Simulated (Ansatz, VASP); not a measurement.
**Si2Ni in VASP and in Ansatz**

```
Si Ni
1.0
     0.00000    2.69570    2.69570
     2.69570    0.00000    2.69570
     2.69570    2.69570    0.00000
Si Ni
2 1
Direct
  0.25000 0.25000 0.25000
  0.75000 0.75000 0.75000
  0.00000 0.00000 0.00000
```

Alike in both runs: task single point; functional PBEsol; k mesh 12 × 12 × 12; occupations gaussian, width 0.15 eV; no spin polarisation.

```csv
,VASP,Ansatz
version,VASP 6.6.1,Ansatz 0.2.0
potentials or method,"VASP PAW PBE potentials, release 64 (Si, Ni), cutoff 520 eV","scalar-relativistic, plane waves, PAW"
valence electrons in the cell,18,26
```

Ansatz gave:

| Property | Result |
| --- | --- |
| gap on the k mesh at the Fermi level (eV) | none |
| pressure (GPa) | -0.3 |

**Question.** What did VASP give for the same quantities?

**Answer.** gap on the k mesh at the Fermi level (eV): none; pressure (GPa): -0.2.

VASP's potentials were made for PBE, not for PBEsol. A gap of «none» marks a metal or a gap that the smearing closes. VASP's potentials hold 18 valence electrons a cell and Ansatz's 26, so a difference there can come from the potentials and not from the codes.
